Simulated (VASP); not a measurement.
Set up this calculation in VASP 6.6.1, as the native input.

```yaml
Task: single point
Functional: PBE
Potentials_or_basis: VASP PAW PBE potentials, release 64 (K_sv, C, O)
Cutoff: 600 eV
k_mesh: 4 × 4 × 4
Occupations: methfessel-paxton, width 0.1 eV
Spin: no spin polarisation
Dipole_correction: no
Further_INCAR_settings: ALGO = Normal; EDIFF = 1e-06; NBANDS = 26
```

The structure of K3CO lies in POSCAR:

```
K3CO
1.0
    5.2310620000      0.0000000000      0.0000000000
    0.0000000000      5.2310620000      0.0000000000
    0.0000000000      0.0000000000      5.2310620000
K C O
3 1 1
Direct
    0.0000000000      0.0000000000      0.5000000000
    0.0000000000      0.5000000000      0.0000000000
    0.5000000000      0.0000000000      0.0000000000
    0.5000000000      0.5000000000      0.5000000000
    0.0000000000      0.0000000000      0.0000000000
```

These files were run (other wordings do the same):

INCAR

```
SYSTEM = K3CO
ALGO = Normal ; EDIFF = 1E-6
ENCUT = 600 ; GGA = PE
GGA_COMPAT = .False. ; ISIF = 2
ISMEAR = 1 ; LASPH = .True.
LCHARG = .False. ; LREAL = .False.
LWAVE = .False. ; NBANDS = 26
NELM = 120 ; PREC = Accurate
SIGMA = 0.1
```

KPOINTS

```
k-points
0
Gamma
  4 4 4
  0 0 0
```

Potentials or basis: VASP PAW PBE potentials, release 64 (K_sv, C, O).

Launch:

```sh
$ cat potpaw_PBE.64/K_sv/POTCAR potpaw_PBE.64/C/POTCAR potpaw_PBE.64/O/POTCAR > POTCAR
$ mpirun -np 1 vasp_std > vasp.out
```

It gave:

```json
{"Pressure": "-0.4 GPa", "Band gap on the k mesh": "zero (an odd number of electrons rules out a gap without spin polarisation)"}
```

Run time: 2.6 min on 1 thread of Intel(R) Xeon(R) Platinum 8259CL CPU @ 2.50GHz (Skylake/Cascade Lake) (shared host), peak memory 0.27 GiB.
